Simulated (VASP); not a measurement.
# ZrO2 (Fm-3m) in VASP: single point with HSE06

Aim: the single point of ZrO2 with HSE06.

Program: VASP 6.6.1. These are calculated values, not measurements. Logs are shortened: lines on timing, memory, paths and dates and some standing lists are left out, and cuts for length are marked.

## 1. The cell of the first run

It takes space group Fm-3m (No. 225, cubic). The conventional cell has a = 5.242 Å, b = 5.242 Å, c = 5.242 Å, α = 90.00°, β = 90.00°, γ = 90.00°. Within 3.0 Å of Zr (site symmetry m-3m) lie 8 O at 2.27 Å. O (site symmetry -43m) has 4 Zr at 2.27 Å and 6 O at 2.62 Å within 3.0 Å.

## 2. Single point, HSE06 (strain +3.0%)

The input, POSCAR:

```
ZrO2
1.0
    0.0000000000      2.6210549933      2.6210549933
    2.6210549933      0.0000000000      2.6210549933
    2.6210549933      2.6210549933      0.0000000000
Zr O
1 2
Direct
    0.0000000000      0.0000000000      0.0000000000
    0.2500000000      0.2500000000      0.2500000000
    0.7500000000      0.7500000000      0.7500000000
```

The input, INCAR.step1:

```
SYSTEM = ZrO2
PREC     = Accurate       ! precision mode
ENCUT    = 520            ! plane-wave cutoff, eV
EDIFF    = 1E-5           ! SCF threshold, eV
ISMEAR   = 0              ! smearing method
SIGMA    = 0.01           ! smearing width, eV
LREAL    = .FALSE.        ! projectors in reciprocal space
LASPH    = .TRUE.         ! aspherical terms in the spheres
NELM     = 120            ! most SCF steps
ALGO     = Normal         ! electronic algorithm
ISIF     = 2              ! what is computed and relaxed
LWAVE    = .TRUE.         ! write WAVECAR
LCHARG   = .FALSE.        ! write CHGCAR
GGA      = PE             ! functional
NBANDS   = 19             ! bands
GGA_COMPAT= .FALSE.
```

The input, INCAR.step2:

```
SYSTEM = ZrO2
PREC     = Accurate       ! precision mode
ENCUT    = 520            ! plane-wave cutoff, eV
EDIFF    = 1E-6           ! SCF threshold, eV
ISMEAR   = 0              ! smearing method
SIGMA    = 0.01           ! smearing width, eV
LREAL    = .FALSE.        ! projectors in reciprocal space
LASPH    = .TRUE.         ! aspherical terms in the spheres
NELM     = 120            ! most SCF steps
ALGO     = Normal         ! electronic algorithm
ISIF     = 2              ! what is computed and relaxed
LWAVE    = .FALSE.        ! write WAVECAR
LCHARG   = .FALSE.        ! write CHGCAR
GGA      = PE             ! functional
LHFCALC  = .TRUE.         ! exact exchange
HFSCREEN = 0.2079         ! screening, 1/A
PRECFOCK = Normal       
ISTART   = 1            
NBANDS   = 19             ! bands
GGA_COMPAT= .FALSE.
```

The input, KPOINTS:

```
regular mesh
0
G
  6 6 6
  0 0 0
```

Potentials or basis: VASP PAW PBE potentials, release 64 (Zr_sv, O).

Run with:

```console
$ cat potpaw_PBE.64/Zr_sv/POTCAR potpaw_PBE.64/O/POTCAR > POTCAR
$ cp INCAR.step1 INCAR
$ mpirun -np 1 vasp_std > vasp.out
$ cp INCAR.step2 INCAR
$ mpirun -np 1 vasp_std > vasp.out
```

OUTCAR:

```text
SYSTEM = ZrO2
   PREC = Accurate
   ENCUT = 520
   EDIFF = 1E-6
   ISMEAR = 0
   LREAL = .FALSE.
   LASPH = .TRUE.
   NELM = 120
   ISIF = 2
   GGA = PE
   LHFCALC = .TRUE.
   HFSCREEN = 0.2079
   PRECFOCK = Normal
   ISTART = 1

 ion  position               nearest neighbor table
   1  0.000  0.000  0.000-   3 2.27   3 2.27   3 2.27   2 2.27   3 2.27   2 2.27   2 2.27   2 2.27

   2  0.250  0.250  0.250-   1 2.27   1 2.27   1 2.27   1 2.27
   3  0.750  0.750  0.750-   1 2.27   1 2.27   1 2.27   1 2.27

  LATTYP: Found a face centered cubic cell.
 ALAT       =     5.2421099866

  Lattice vectors:

 A1 = (   0.0000000000,   2.6210549933,   2.6210549933)
 A2 = (   2.6210549933,   0.0000000000,   2.6210549933)
 A3 = (   2.6210549933,   2.6210549933,   0.0000000000)

Analysis of symmetry for initial positions (statically):
=====================================================================
 Subroutine PRICEL returns:
 Original cell was already a primitive cell.

 Routine SETGRP: Setting up the symmetry group for a
 face centered cubic supercell.

 Subroutine GETGRP returns: Found 48 space group operations
 (whereof 48 operations were pure point group operations)
 out of a pool of 48 trial point group operations.

The static configuration has the point symmetry O_h .

Analysis of symmetry for dynamics (positions and initial velocities):
=====================================================================
 Subroutine PRICEL returns:
 Original cell was already a primitive cell.

 Routine SETGRP: Setting up the symmetry group for a
 face centered cubic supercell.

 Subroutine GETGRP returns: Found 48 space group operations
 (whereof 48 operations were pure point group operations)
 out of a pool of 48 trial point group operations.

The dynamic configuration has the point symmetry O_h .

 Subroutine INISYM returns: Found 48 space group operations
 (whereof 48 operations are pure point group operations),
 and found     1 'primitive' translations

----------------------------------------------------------------------------------------

                                     Primitive cell

  volume of cell :      36.0129

  direct lattice vectors                    reciprocal lattice vectors
     0.000000000  2.621054993  2.621054993    -0.190762880  0.190762880  0.190762880
     2.621054993  0.000000000  2.621054993     0.190762880 -0.190762880  0.190762880
     2.621054993  2.621054993  0.000000000     0.190762880  0.190762880 -0.190762880

  length of vectors
     3.706731519  3.706731519  3.706731519     0.330411001  0.330411001  0.330411001

  position of ions in fractional coordinates (direct lattice)
     0.000000000  0.000000000  0.000000000
     0.250000000  0.250000000  0.250000000
     0.750000000  0.750000000  0.750000000

  ion indices of the primitive-cell ions
   primitive index   ion index
                 1           1
                 2           2
                 3           3

----------------------------------------------------------------------------------------

 KPOINTS: regular mesh

Automatic generation of k-mesh.
 Grid dimensions read from file:
 generate k-points for:    6    6    6

 Generating k-lattice:

  Cartesian coordinates                     Fractional coordinates (reciprocal lattice)
    -0.031793813  0.031793813  0.031793813     0.166666667  0.000000000  0.000000000
     0.031793813 -0.031793813  0.031793813     0.000000000  0.166666667  0.000000000
     0.031793813  0.031793813 -0.031793813     0.000000000  0.000000000  0.166666667

  Length of vectors
     0.055068500  0.055068500  0.055068500

  Shift w.r.t. Gamma in fractional coordinates (k-lattice)
     0.000000000  0.000000000  0.000000000

 Subroutine IBZKPT returns following result:
 ===========================================

 Found     16 irreducible k-points:

 Following reciprocal coordinates:
            Coordinates               Weight
  0.000000  0.000000  0.000000      1.000000
  0.166667  0.000000  0.000000      8.000000
  0.333333  0.000000  0.000000      8.000000
  0.500000  0.000000  0.000000      4.000000
  0.166667  0.166667  0.000000      6.000000
  0.333333  0.166667  0.000000     24.000000
[... 8 lines left out ...]
 -0.333333  0.333333  0.166667     24.000000
 -0.333333  0.500000  0.166667     12.000000
   k-points           NKPTS =     16   k-points in BZ     NKDIM =    216   number of bands    NBANDS=     19
   number of dos      NEDOS =    301   number of ions     NIONS =      3
   total plane-waves  NPLWV =  21952
   dimension x,y,z NGX =    28 NGY =   28 NGZ =   28
   dimension x,y,z NGXF=    56 NGYF=   56 NGZF=   56
   ions per type =               1   2
   NGX,Y,Z   is equivalent  to a cutoff of  12.56, 12.56, 12.56 a.u.
   NGXF,Y,Z  is equivalent  to a cutoff of  25.12, 25.12, 25.12 a.u.
 SYSTEM =  ZrO2
   PREC   = accura    normal or accurate (medium, high low for compatibility)
   ISTART =      1    job   : 0-new  1-cont  2-samecut
   ICHARG =      0    charge: 1-file 2-atom 10-const
   ISPIN  =      1    spin polarized calculation?
   LNONCOLLINEAR =      F non collinear calculations
   LSORBIT =      F    spin-orbit coupling
   LASPH  =      T    aspherical Exc in radial PAW
   ENCUT  =  520.0 eV  38.22 Ry    6.18 a.u.   6.89  6.89  6.89*2*pi/ulx,y,z
   NELM   =    120;   NELMIN=  2; NELMDL=  0     # of ELM steps
   EDIFF  = 0.1E-05   stopping-criterion for ELM
   LREAL  =      F    real-space projection
   EDIFFG = 0.1E-04   stopping-criterion for IOM
   NSW    =      0    number of steps for IOM
   IBRION =     -1    ionic relax: 0-MD 1-quasi-New 2-CG
   NFREE  =      0    steps in history (QN), initial steepest desc. (CG)
   ISIF   =      2    stress and relaxation
   ISYM   =      3    0-nonsym 1-usesym 2-fastsym
   POTIM  = 0.5000    time-step for ionic-motion
   TEBEG  =    0.0;   TEEND  =   0.0 temperature during run
   PSTRESS=    0.0 pullay stress
   NELECT =      24.0000    total number of electrons
   NUPDOWN=      -1.0000    fix difference up-down
   EMIN   =  10.00;   EMAX   =-10.00  energy-range for DOS
   EFERMI =   0.00;   METHOD = LEGACY
   ISMEAR =     0;   SIGMA  =   0.01  broadening in eV -4-tet -1-fermi 0-gaus
   EFERMI_NEDOS =   21; number of points for ismear=-14 and -15
   IALGO  =     38    algorithm
   IMIX   =      1    mixing-type and parameters
     AMIX     =   0.40;   BMIX     =  1.00
     AMIX_MAG =   1.60;   BMIX_MAG =  1.00
  volume/ion in A,a.u.               =      12.00        81.01
  Fermi-wavevector in a.u.,A,eV,Ry     =   1.429966  2.702244 27.821239  2.044803
  Thomas-Fermi vector in A             =   2.549863
   LORBIT       =      0    0 simple, 1 ext, 2 COOP (PROOUT), +10 PAW based schemes
   GGA     = PE    functional components
   LHFCALC =     T    Hartree Fock is set to
   PRECFOCK=normal    Normal, Fast or Accurate (Low or Medium for compatibility)
   ENCUT4O =  -1.0   cutoff for four orbital integrals eV
   NKREDX  =     1    reduce k-point grid by
   NKREDY  =     1    reduce k-point grid by
   NKREDZ  =     1    reduce k-point grid by
   AEXX    =    0.2500 exact exchange contribution
   HFSCREEN=    0.2079 screening length (either q_TF or 0.3 A-1)
   HFSCREENC=   0.2079 screening length for correlation (either q_TF or 0.3 A-1)
   ENCUTFOCK=  -1.0 apply spherical cutoff to Coloumb kernel
   IVDW    =     0    specifies the selected vdW correction
   LEPSILON=     F    determine dielectric tensor
   LRPA    =     F    only Hartree local field effects (RPA)
 non-spin polarized calculation
 Gauss-broadening in eV      SIGMA  =   0.01
  energy-cutoff  :      520.00
  volume of cell :       36.01
 maximum number of plane-waves:       982
  NGX = 24; NGY = 24; NGZ = 24

 number of electron      24.0000007 magnetization

 Free energy of the ion-electron system (eV)
  ---------------------------------------------------
  ext. energy  EPLUGINS =         0.00000000
  ---------------------------------------------------
  free energy    TOTEN  =       -34.33687372 eV

  energy without entropy =      -34.33687372  energy(sigma->0) =      -34.33687372

 E-fermi :   5.4045     XC(G=0):  -9.2891

 val. band max:        5.2985712842   @ k =   0.5000   0.5000   0.0000
 cond. band min:       9.9672391292   @ k =   0.0000   0.0000   0.0000
 fundamental gap:      4.6686678450
 Fermi energy:         5.4045433138

 k-point     1 :       0.0000    0.0000    0.0000
  band No.  band energies     occupation
      1     -46.1537      2.00000
      2     -22.5279      2.00000
      3     -22.5279      2.00000
      4     -22.5279      2.00000
      5     -14.1783      2.00000
      6     -11.8009      2.00000
[... 11 lines left out ...]
     18      15.4866      0.00000
     19      20.5952      0.00000

 k-point     2 :       0.1667    0.0000    0.0000
  band No.  band energies     occupation
      1     -46.1457      2.00000
      2     -22.6745      2.00000
      3     -22.5426      2.00000
      4     -22.5426      2.00000
      5     -13.8615      2.00000
      6     -12.0211      2.00000
[... 11 lines left out ...]
     18      15.1335      0.00000
     19      20.0010      0.00000

 k-point     3 :       0.3333    0.0000    0.0000
  band No.  band energies     occupation
      1     -46.1295      2.00000
      2     -22.9455      2.00000
      3     -22.5720      2.00000
      4     -22.5720      2.00000
      5     -13.3416      2.00000
      6     -12.2867      2.00000
[... 11 lines left out ...]
     18      15.7953      0.00000
     19      19.2992      0.00000

 k-point     4 :       0.5000    0.0000    0.0000
  band No.  band energies     occupation
      1     -46.1214      2.00000
      2     -23.0718      2.00000
      3     -22.5866      2.00000
      4     -22.5866      2.00000
      5     -13.2382      2.00000
      6     -12.2330      2.00000
[... 231 lines left out ...]
     18      17.1510      0.00000
     19      20.6091      0.00000

 k-point    15 :      -0.3333    0.3333    0.1667
  band No.  band energies     occupation
      1     -46.1134      2.00000
      2     -22.9536      2.00000
      3     -22.8245      2.00000
      4     -22.6415      2.00000
      5     -12.7559      2.00000
      6     -12.5061      2.00000
[... 11 lines left out ...]
     18      17.8626      0.00000
     19      20.9129      0.00000

 k-point    16 :      -0.3333    0.5000    0.1667
  band No.  band energies     occupation
      1     -46.1107      2.00000
      2     -23.0087      2.00000
      3     -22.7877      2.00000
      4     -22.6732      2.00000
      5     -12.7287      2.00000
      6     -12.4657      2.00000
[... 11 lines left out ...]
     18      18.9579      0.00000
     19      20.8444      0.00000

------------------------ aborting loop because EDIFF is reached ----------------------------------------

  FORCE on cell =-STRESS in cart. coord.  units (eV):
  Direction    XX          YY          ZZ          XY          YZ          ZX
  --------------------------------------------------------------------------------------
  -------------------------------------------------------------------------------------
  Total       -4.7407810     -4.7407810     -4.7407810      0.0000000      0.0000000      0.0000000
  in kB     -210.9123847   -210.9123847   -210.9123847      0.0000000      0.0000000      0.0000000
  external PRESSURE =    -210.9123847 kB  Pullay stress =       0.0000000 kB

 VOLUME and BASIS-vectors are now :
 -----------------------------------------------------------------------------
  energy-cutoff  :      520.00
  volume of cell :       36.01
      direct lattice vectors                 reciprocal lattice vectors
     0.000000000  2.621054993  2.621054993    -0.190762880  0.190762880  0.190762880
     2.621054993  0.000000000  2.621054993     0.190762880 -0.190762880  0.190762880
     2.621054993  2.621054993  0.000000000     0.190762880  0.190762880 -0.190762880

 POSITION                                       TOTAL-FORCE (eV/Angst)
 -----------------------------------------------------------------------------------
      0.00000      0.00000      0.00000         0.000000     -0.000000      0.000000
      1.31053      1.31053      1.31053         0.000000     -0.000000     -0.000000
      3.93158      3.93158      3.93158        -0.000000      0.000000     -0.000000
 -----------------------------------------------------------------------------------
    total drift:                               -0.000000     -0.000000     -0.000000

  FREE ENERGIE OF THE ION-ELECTRON SYSTEM (eV)
  ---------------------------------------------------
  free  energy   TOTEN  =       -34.3368737192 eV

  energy  without entropy=      -34.3368737192  energy(sigma->0) =      -34.33687372
```

It took 78 min on 1 thread of Intel Xeon Platinum 8375C at 2.90GHz (Ice Lake), shared host; peak memory 0.29 GiB.

Results:

```yaml
Free_energy: -34.3369 eV
Pressure: -21.1 GPa
Band_gap_on_the_k_mesh: 4.67 eV (least direct gap 5.00 eV)
```

Caveat: the cell differs from its parent crystal (strain +3.0%); the cell stands under tension; the PAW data sets were made with another functional, which shifts forces and pressure a little. A k mesh can miss the band edges.
